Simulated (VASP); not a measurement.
Runs of VASP 6.6.1 on Ta2H. The structure is that of space group P-4m2 (No. 115), or close to it. The cells are those of the table. 

```tsv
cell	gap on the mesh (eV)	pressure (GPa)	largest force (eV/Å)
a = 3.414, b = 3.414, c = 3.350 Å, 3 atoms	none	-5.2	(c)
a = 3.213, b = 3.417, c = 3.428 Å, 3 atoms	none	2.7	0.01
a = 3.347, b = 3.347, c = 3.393 Å, 3 atoms	none	0.1	0.01
a = 3.414, b = 3.330, c = 3.376 Å, 3 atoms	none	(b)	0.19
a = 3.236, b = 3.236, c = 3.323 Å, 3 atoms	none	(a)	4.55
```

Alike in all rows: task single point; level PBEsol; potentials or basis VASP PAW PBE potentials, release 64 (Ta_pv, H); no spin polarisation; k mesh 12 × 12 × 12; cutoff (eV) 520; smearing gaussian 0.1 eV.

Question: Fill in the values left out.

Answer: (a) 34.6; (b) -2.0; (c) 0.67.

Caveats: the PAW data sets were made with another functional, which shifts forces and pressure a little; spin-orbit coupling is left out, which moves the levels of the heavy elements.

A k mesh can miss the band edges, and the runs leave out spin-orbit coupling on Ta.

A gap of «none» marks levels without a gap at the run's occupations.
